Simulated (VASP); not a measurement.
# MnB6 (P6/mmm) in VASP: further runs

The runs below take MnB6 through single point, relaxation of cell and atoms, with PBE.

All numbers are computed with VASP 6.6.1; they aren't measurements. Logs are shortened: lines on timing, memory, paths and dates and some standing lists are left out, and cuts for length are marked.

### 1 The cell of the first run

Symmetry: P6/mmm, No. 191, hexagonal system. Conventional cell: a = 3.566 Å, b = 3.566 Å, c = 5.399 Å, α = 90.00°, β = 90.00°, γ = 120.00°. Within 2.8 Å of Mn (site symmetry 6/mmm) lie 12 B at 2.09 Å. Within 2.4 Å of B (site symmetry 2mm) lie 5 B at 1.78 to 2.18 Å and 2 Mn at 2.09 Å.

The cell was generated, and may not be a known phase.

### 2 Single point, PBE

The input, INCAR:

```
SYSTEM = MnB6
PREC     = Accurate       ! precision mode
ENCUT    = 520            ! plane-wave cutoff, eV
EDIFF    = 1E-7           ! SCF threshold, eV
ISMEAR   = 0              ! smearing method
SIGMA    = 0.1            ! smearing width, eV
LREAL    = .False.        ! projectors in reciprocal space
LASPH    = .True.         ! aspherical terms in the spheres
NELM     = 80             ! most SCF steps
ALGO     = Normal         ! electronic algorithm
ISIF     = 2              ! what is computed and relaxed
LWAVE    = .False.        ! write WAVECAR
LCHARG   = .True.         ! write CHGCAR
GGA      = PE             ! functional
LELF     = .True.         ! ELF
LVHAR    = .True.       
NBANDS   = 24             ! bands
```

The input, KPOINTS:

```
Automatic mesh
0
Gamma
  12 12 6
  0 0 0
```

The input, POSCAR:

```
MnB6
1.0
    3.5663366661      0.0000000000      0.0000000000
   -1.7831683330      3.0885381513      0.0000000000
    0.0000000000      0.0000000000      5.3991537001
Mn B
1 6
Direct
    0.0000000000      0.0000000000      0.5000000000
    0.5000000000      0.5000000000      0.2985372164
    0.0000000000      0.5000000000      0.2985372164
    0.5000000000      0.0000000000      0.2985372164
    0.0000000000      0.5000000000      0.7014627836
    0.5000000000      0.0000000000      0.7014627836
    0.5000000000      0.5000000000      0.7014627836
```

Potentials or basis: VASP PAW PBE potentials, release 64 (Mn_pv, B).

On the command line:

```
cat potpaw_PBE.64/Mn_pv/POTCAR potpaw_PBE.64/B/POTCAR > POTCAR
mpirun -np 1 vasp_std > vasp.out
```

OUTCAR:

```text
SYSTEM = MnB6
   PREC = Accurate
   ENCUT = 520
   EDIFF = 1E-7
   ISMEAR = 0
   LREAL = .False.
   LASPH = .True.
   NELM = 80
   ISIF = 2
   GGA = PE

 ion  position               nearest neighbor table
   1  0.000  0.000  0.500-   3 2.09   5 2.09   3 2.09   5 2.09   4 2.09   6 2.09   4 2.09   6 2.09
                             2 2.09   7 2.09   2 2.09   7 2.09
   2  0.500  0.500  0.299-   4 1.78   4 1.78   3 1.78   3 1.78   1 2.09   1 2.09
   3  0.000  0.500  0.299-   2 1.78   2 1.78   4 1.78   4 1.78   1 2.09   1 2.09
   4  0.500  0.000  0.299-   2 1.78   2 1.78   3 1.78   3 1.78   1 2.09   1 2.09
   5  0.000  0.500  0.701-   7 1.78   7 1.78   6 1.78   6 1.78   1 2.09   1 2.09
   6  0.500  0.000  0.701-   7 1.78   7 1.78   5 1.78   5 1.78   1 2.09   1 2.09
   7  0.500  0.500  0.701-   6 1.78   6 1.78   5 1.78   5 1.78   1 2.09   1 2.09

  LATTYP: Found a hexagonal cell.
 ALAT       =     3.5663366661
 C/A-ratio  =     1.5139214846

  Lattice vectors:

 A1 = (   3.5663366661,   0.0000000000,   0.0000000000)
 A2 = (  -1.7831683330,   3.0885381513,   0.0000000000)
 A3 = (   0.0000000000,   0.0000000000,   5.3991537001)

Analysis of symmetry for initial positions (statically):
=====================================================================
 Subroutine PRICEL returns:
 Original cell was already a primitive cell.

 Routine SETGRP: Setting up the symmetry group for a
 hexagonal supercell.

 Subroutine GETGRP returns: Found 24 space group operations
 (whereof 24 operations were pure point group operations)
 out of a pool of 24 trial point group operations.

The static configuration has the point symmetry D_6h.

Analysis of symmetry for dynamics (positions and initial velocities):
=====================================================================
 Subroutine PRICEL returns:
 Original cell was already a primitive cell.

 Routine SETGRP: Setting up the symmetry group for a
 hexagonal supercell.

 Subroutine GETGRP returns: Found 24 space group operations
 (whereof 24 operations were pure point group operations)
 out of a pool of 24 trial point group operations.

The dynamic configuration has the point symmetry D_6h.

 Subroutine INISYM returns: Found 24 space group operations
 (whereof 24 operations are pure point group operations),
 and found     1 'primitive' translations

----------------------------------------------------------------------------------------

                                     Primitive cell

  volume of cell :      59.4704

  direct lattice vectors                    reciprocal lattice vectors
     3.566336666  0.000000000  0.000000000     0.280399775  0.161888886  0.000000000
    -1.783168333  3.088538151  0.000000000     0.000000000  0.323777772  0.000000000
     0.000000000  0.000000000  5.399153700     0.000000000  0.000000000  0.185214212

  length of vectors
     3.566336666  3.566336666  5.399153700     0.323777772  0.323777772  0.185214212

  position of ions in fractional coordinates (direct lattice)
     0.000000000  0.000000000  0.500000000
     0.500000000  0.500000000  0.298537216
     0.000000000  0.500000000  0.298537216
     0.500000000  0.000000000  0.298537216
     0.000000000  0.500000000  0.701462784
     0.500000000  0.000000000  0.701462784
     0.500000000  0.500000000  0.701462784

  ion indices of the primitive-cell ions
   primitive index   ion index
                 1           1
                 2           2
                 3           3
                 4           4
                 5           5
                 6           6
                 7           7

----------------------------------------------------------------------------------------

 KPOINTS: Automatic mesh

Automatic generation of k-mesh.
 Grid dimensions read from file:
 generate k-points for:   12   12    6

 Generating k-lattice:

  Cartesian coordinates                     Fractional coordinates (reciprocal lattice)
     0.023366648  0.013490740  0.000000000     0.083333333  0.000000000  0.000000000
     0.000000000  0.026981481  0.000000000     0.000000000  0.083333333  0.000000000
     0.000000000  0.000000000  0.030869035     0.000000000  0.000000000  0.166666667

  Length of vectors
     0.026981481  0.026981481  0.030869035

  Shift w.r.t. Gamma in fractional coordinates (k-lattice)
     0.000000000  0.000000000  0.000000000

 Subroutine IBZKPT returns following result:
 ===========================================

 Found     76 irreducible k-points:

 Following reciprocal coordinates:
            Coordinates               Weight
  0.000000  0.000000  0.000000      1.000000
  0.083333 -0.000000  0.000000      6.000000
  0.166667 -0.000000  0.000000      6.000000
  0.250000 -0.000000  0.000000      6.000000
  0.333333 -0.000000  0.000000      6.000000
  0.416667 -0.000000  0.000000      6.000000
[... 16 lines left out ...]
  0.250000 -0.000000  0.166667     12.000000
  0.333333 -0.000000  0.166667     12.000000
[... 33 lines left out ...]
   EFERMI =   0.00;   METHOD = LEGACY
   ISMEAR =     0;   SIGMA  =   0.10  broadening in eV -4-tet -1-fermi 0-gaus
   EFERMI_NEDOS =   21; number of points for ismear=-14 and -15
   IALGO  =     38    algorithm
   IMIX   =      4    mixing-type and parameters
     AMIX     =   0.40;   BMIX     =  1.00
     AMIX_MAG =   1.60;   BMIX_MAG =  1.00
  volume/ion in A,a.u.               =       8.50        57.33
  Fermi-wavevector in a.u.,A,eV,Ry     =   1.317534  2.489778 23.618286  1.735895
  Thomas-Fermi vector in A             =   2.447568
   LORBIT       =      0    0 simple, 1 ext, 2 COOP (PROOUT), +10 PAW based schemes
   GGA     = PE    functional components
   LHFCALC =     F    Hartree Fock is set to
   AEXX    =    0.0000 exact exchange contribution
   IVDW    =     0    specifies the selected vdW correction
   LEPSILON=     F    determine dielectric tensor
   LRPA    =     F    only Hartree local field effects (RPA)
 non-spin polarized calculation
 Gauss-broadening in eV      SIGMA  =   0.10
  energy-cutoff  :      520.00
  volume of cell :       59.47
 maximum number of plane-waves:      1634
 NGX is ok and might be reduce to    28
   NGX = 13   NGY = 13   NGZ = 21

 number of electron      31.0000024 magnetization

 Free energy of the ion-electron system (eV)
  ---------------------------------------------------
  ext. energy  EPLUGINS =         0.00000000
  ---------------------------------------------------
  free energy    TOTEN  =       -48.66989901 eV

  energy without entropy =      -48.66212520  energy(sigma->0) =      -48.66601210

 E-fermi :   6.2083     XC(G=0): -11.3885

 val. band max:        6.2049172046   @ k =   0.3333   0.0833   0.0000
 cond. band min:       6.2112376211   @ k =   0.1667   0.0833   0.0000
 fundamental gap:      0.0063204165
 Fermi energy:         6.2083033254

 k-point     1 :       0.0000    0.0000    0.0000
  band No.  band energies     occupation
      1     -41.6244      2.00000
      2     -41.6244      2.00000
      3     -41.5880      2.00000
      4      -8.8063      2.00000
      5      -4.8540      2.00000
      6      -1.3048      2.00000
[... 16 lines left out ...]
     23      12.0950      0.00000
     24      12.0950      0.00000

 k-point     2 :       0.0833   -0.0000    0.0000
  band No.  band energies     occupation
      1     -41.6256      2.00000
      2     -41.6247      2.00000
      3     -41.5879      2.00000
      4      -8.7174      2.00000
      5      -4.8016      2.00000
      6      -1.6246      2.00000
[... 16 lines left out ...]
     23      11.7812      0.00000
     24      11.8779      0.00000

 k-point     3 :       0.1667   -0.0000    0.0000
  band No.  band energies     occupation
      1     -41.6287      2.00000
      2     -41.6255      2.00000
      3     -41.5878      2.00000
      4      -8.4539      2.00000
      5      -4.6464      2.00000
      6      -2.3381      2.00000
[... 16 lines left out ...]
     23      11.4966      0.00000
     24      11.5376      0.00000
[... 514 lines left out ...]
 k-point    23 :       0.2500   -0.0000    0.1667
  band No.  band energies     occupation
      1     -41.6330      2.00000
      2     -41.6265      2.00000
      3     -41.5877      2.00000
      4      -7.9871      2.00000
      5      -4.5855      2.00000
      6      -3.1563      2.00000
[... 16 lines left out ...]
     23      11.7492      0.00000
     24      12.1611      0.00000

 k-point    24 :       0.3333   -0.0000    0.1667
  band No.  band energies     occupation
      1     -41.6374      2.00000
      2     -41.6275      2.00000
      3     -41.5876      2.00000
      4      -7.4150      2.00000
      5      -4.2348      2.00000
      6      -4.0308      2.00000
[... 16 lines left out ...]
     23      12.3372      0.00000
     24      12.4695      0.00000

 [... further k-points ...]
[... 5 lines left out ...]
  --------------------------------------------------------------------------------------
  -------------------------------------------------------------------------------------
  Total        0.0151281      0.0151281     -0.0098233      0.0000000     -0.0000000     -0.0000000
  in kB        0.4075626      0.4075626     -0.2646478      0.0000000     -0.0000000     -0.0000000
  external PRESSURE =       0.1834925 kB  Pullay stress =       0.0000000 kB

 VOLUME and BASIS-vectors are now :
 -----------------------------------------------------------------------------
  energy-cutoff  :      520.00
  volume of cell :       59.47
      direct lattice vectors                 reciprocal lattice vectors
     3.566336666  0.000000000  0.000000000     0.280399775  0.161888886  0.000000000
    -1.783168333  3.088538151  0.000000000     0.000000000  0.323777772  0.000000000
     0.000000000  0.000000000  5.399153700     0.000000000  0.000000000  0.185214212

 POSITION                                       TOTAL-FORCE (eV/Angst)
 -----------------------------------------------------------------------------------
      0.00000      0.00000      2.69958        -0.000000      0.000000      0.000000
      0.89158      1.54427      1.61185        -0.000000     -0.000000     -0.002941
     -0.89158      1.54427      1.61185         0.000000      0.000000     -0.002941
      1.78317      0.00000      1.61185        -0.000000     -0.000000     -0.002941
     -0.89158      1.54427      3.78731        -0.000000     -0.000000      0.002941
      1.78317      0.00000      3.78731         0.000000      0.000000      0.002941
      0.89158      1.54427      3.78731         0.000000      0.000000      0.002941
 -----------------------------------------------------------------------------------
    total drift:                               -0.000000     -0.000000     -0.000000

  FREE ENERGIE OF THE ION-ELECTRON SYSTEM (eV)
  ---------------------------------------------------
  free  energy   TOTEN  =       -48.6698990057 eV

  energy  without entropy=      -48.6621252026  energy(sigma->0) =      -48.66601210
```

Run time: 3.1 min. Hardware: 1 thread of Intel Xeon 8259CL, shared host; peak memory 0.24 GiB.

Results:

```
Free energy            : -48.6699 eV
Pressure               : 0.0 GPa
Band gap on the k mesh : zero (an odd number of electrons rules out a gap without spin polarisation)
```

Forces in eV/Å, atoms in the order of the input:
```
Mn   0.000  0.000  0.000
B    0.000  0.000 -0.003
B    0.000  0.000 -0.003
B    0.000  0.000 -0.003
B    0.000  0.000  0.003
B    0.000  0.000  0.003
B    0.000  0.000  0.003
```

Caveat: this functional lacks dispersion, which binds layers or chains, so the pressure and a relaxed spacing across them are unreliable; the run has no spin polarisation, though such a crystal can be magnetic.

### 3 Single point, PBE, collinear spin, ferromagnetic start

This run uses another cell than the first one, of 8.43 Å³/atom.

The input, INCAR:

```
PREC = Accurate
ENCUT = 520
EDIFF = 1E-6
ISMEAR = 0
SIGMA = 0.1
LREAL = F
LASPH = T
NELM = 150
ALGO = Normal
ISIF = 2
LWAVE = F
LCHARG = F
ISPIN = 2
MAGMOM = 4 0 0 0 0 0 0
LORBIT = 11
LMAXMIX = 4
GGA = PE
NBANDS = 28
```

The input, KPOINTS:

```
Automatic mesh
0
Gamma
  6 6 4
```

The input, POSCAR:

```
MnB6
1.0
    3.5653632520      0.0000000000      0.0000000000
   -1.7826816260      3.0876951499      0.0000000000
    0.0000000000      0.0000000000      5.3604032785
Mn B
1 6
Direct
    0.0000000000      0.0000000000      0.5000000000
    0.5000000000      0.5000000000      0.2972758343
    0.0000000000      0.5000000000      0.2972758343
    0.5000000000      0.0000000000      0.2972758343
    0.0000000000      0.5000000000      0.7027241657
    0.5000000000      0.0000000000      0.7027241657
    0.5000000000      0.5000000000      0.7027241657
```

Potentials or basis: VASP PAW PBE potentials, release 64 (Mn_pv, B).

On the command line:

```
cat potpaw_PBE.64/Mn_pv/POTCAR potpaw_PBE.64/B/POTCAR > POTCAR
mpirun -np 1 vasp_std > vasp.out
```

Run time: 3.8 min. Hardware: 1 thread of Intel Xeon 8259CL, shared host; peak memory 0.22 GiB.

It converged, with:

```yaml
Free_energy: -48.6797 eV
Pressure: 0.3 GPa
Largest_force: 0.010 eV/Å
Net_moment: 0.00 μB per cell
Valence_electrons_inside_the_program's_atomic_spheres: Mn 12.59; B 1.92
```

Forces in eV/Å, atoms in the order of the input:
```
Mn   0.000  0.000  0.000
B    0.000  0.000 -0.010
B    0.000  0.000 -0.010
B    0.000  0.000 -0.010
B    0.000  0.000  0.010
B    0.000  0.000  0.010
B    0.000  0.000  0.010
```

Stress tensor (GPa, compression positive):
```
0.39 0.00 0.00
0.00 0.39 0.00
0.00 0.00 0.25
```

Levels at points of the mesh, in eV from the Fermi level:
Spin up:
| k point | band 11 | band 12 | band 13 | band 14 | band 15 | band 16 | band 17 | band 18 | band 19 | band 20 |
| --- | --- | --- | --- | --- | --- | --- | --- | --- | --- | --- |
| (0.00, 0.00, 0.00) | -4.50 | -4.50 | -3.32 | -3.32 | -0.18 | 1.62 | 3.85 | 3.85 | 4.09 | 4.09 |
| (0.50, 0.00, 0.00) | -4.63 | -3.85 | -3.71 | -2.01 | -0.55 | -0.51 | 1.88 | 2.38 | 3.33 | 4.73 |
| (0.00, 0.00, 0.50) | -4.49 | -4.49 | -3.19 | -3.19 | -1.51 | 0.50 | 3.07 | 3.07 | 3.81 | 3.81 |
| (0.50, 0.00, 0.50) | -4.18 | -2.83 | -2.74 | -2.00 | -1.66 | -0.37 | 2.36 | 2.45 | 2.73 | 3.03 |
Spin down:
```tsv
k point	band 12	band 13	band 14	band 15	band 16	band 17	band 18	band 19
(0.00, 0.00, 0.00)	-4.50	-3.32	-3.32	-0.18	1.62	3.85	3.85	4.10
(0.50, 0.00, 0.00)	-3.85	-3.71	-2.01	-0.55	-0.51	1.88	2.38	3.33
(0.00, 0.00, 0.50)	-4.49	-3.19	-3.19	-1.51	0.51	3.07	3.07	3.81
(0.50, 0.00, 0.50)	-2.83	-2.74	-2.00	-1.66	-0.37	2.36	2.45	2.73
```

Caveat: the moments typed at the start vanished in this run; this functional lacks dispersion, which binds layers or chains, so the pressure and a relaxed spacing across them are unreliable.

### 4 Relaxation of cell and atoms, PBE, collinear spin, ferromagnetic start

This run uses another cell than the first one, of 8.18 Å³/atom.

The input, INCAR:

```
PREC = Accurate
ENCUT = 600
EDIFF = 1E-7
ISMEAR = 0
SIGMA = 0.1
LREAL = F
LASPH = T
NELM = 150
ALGO = Normal
ISIF = 3
LWAVE = F
LCHARG = F
ISPIN = 2
MAGMOM = 4 0 0 0 0 0 0
LORBIT = 11
LMAXMIX = 4
GGA = PE
IBRION = 2
NSW = 90
EDIFFG = -0.04
```

KPOINTS is that of step 3.

The input, POSCAR:

```
MnB6
1.0
    3.5846594496      0.0000000000      0.0000000000
   -1.7923297248      3.1044061472      0.0000000000
    0.0000000000      0.0000000000      5.1430986236
Mn B
1 6
Direct
    0.0000000000      0.0000000000      0.5000000000
    0.5000000000      0.5000000000      0.2926253981
    0.0000000000      0.5000000000      0.2926253981
    0.5000000000      0.0000000000      0.2926253981
    0.0000000000      0.5000000000      0.7073746019
    0.5000000000      0.0000000000      0.7073746019
    0.5000000000      0.5000000000      0.7073746019
```

On the command line:

```
cat potpaw_PBE.64/Mn_pv/POTCAR potpaw_PBE.64/B/POTCAR > POTCAR
mpirun -np 1 vasp_std > vasp.out
```

Wall time 14 min (1 thread of Intel Xeon 8259CL, shared host); peak memory 0.24 GiB.

It converged, with:

- Free energy: -48.6833 eV
- Relaxed volume: 8.43 Å³/atom
- Relaxed cell: a = 3.562 Å, b = 3.562 Å, c = 5.373 Å, α = 90.00°, β = 90.00°, γ = 120.00°
- Space group after relaxing (to 0.1 Å): P6/mmm (No. 191)
- Energy gained by relaxing: 3.4 meV/atom
- Ionic steps: 8
- Pressure after relaxing: 0.5 GPa
- Net moment: 0.00 μB per cell
- Valence electrons inside the program's atomic spheres: Mn 12.58; B 1.93

Stress tensor (GPa, compression positive):
```
0.68 0.00 0.00
0.00 0.68 0.00
0.00 0.00 0.04
```

Step by step:
| step | energy change (eV) | largest force (eV/Å) | pressure (GPa) | volume (Å³) |
| --- | --- | --- | --- | --- |
| 1 | 0.0000 | 0.0141 | 0.05 | 57.23 |
| 2 | -0.0097 | 0.0036 | 1.19 | 57.25 |
| 3 | -0.0122 | 0.0016 | 2.24 | 57.26 |
| 4 | -0.0170 | 0.0679 | 0.40 | 57.85 |
| 5 | -0.0172 | 0.0856 | -0.09 | 58.01 |
| 6 | -0.0185 | 0.0765 | -0.04 | 58.11 |
| 7 | -0.0216 | 0.0500 | 0.11 | 58.42 |
| 8 | -0.0239 | 0.0006 | 0.47 | 59.04 |

Final structure:
```
Mn B
1.0
     3.56225    0.00000    0.00000
    -1.78113    3.08500    0.00000
     0.00000    0.00000    5.37278
Mn B
1 6
Direct
  0.00000 0.00000 0.50000
  0.50000 0.50000 0.29714
  0.00000 0.50000 0.29714
  0.50000 0.00000 0.29714
  0.00000 0.50000 0.70286
  0.50000 0.00000 0.70286
  0.50000 0.50000 0.70286
```

Levels at points of the mesh, in eV from the Fermi level:
Spin up:
| k point | band 13 | band 14 | band 15 | band 16 | band 17 | band 18 |
| --- | --- | --- | --- | --- | --- | --- |
| (0.00, 0.00, 0.00) | -3.30 | -3.30 | -0.19 | 1.56 | 3.88 | 3.88 |
| (0.50, 0.00, 0.00) | -3.69 | -1.98 | -0.56 | -0.50 | 1.89 | 2.42 |
| (0.00, 0.00, 0.50) | -3.16 | -3.16 | -1.54 | 0.50 | 3.11 | 3.11 |
| (0.50, 0.00, 0.50) | -2.74 | -1.97 | -1.67 | -0.37 | 2.37 | 2.44 |
Spin down:
```
           k point  band 11  band 12  band 13  band 14  band 15  band 16  band 17  band 18  band 19  band 20
(0.00, 0.00, 0.00)    -4.46    -4.46    -3.30    -3.30    -0.19     1.56     3.88     3.88     4.09     4.09
(0.50, 0.00, 0.00)    -4.61    -3.86    -3.69    -1.98    -0.56    -0.50     1.89     2.42     3.33     4.70
(0.00, 0.00, 0.50)    -4.45    -4.45    -3.16    -3.16    -1.54     0.50     3.11     3.11     3.81     3.81
(0.50, 0.00, 0.50)    -4.18    -2.83    -2.74    -1.97    -1.67    -0.37     2.37     2.44     2.73     3.04
```

Caveat: the moments typed at the start vanished in this run; this functional lacks dispersion, which binds layers or chains, so the pressure and a relaxed spacing across them are unreliable.

The gap in the log of VASP goes by the Fermi energy; the results here count the filled bands.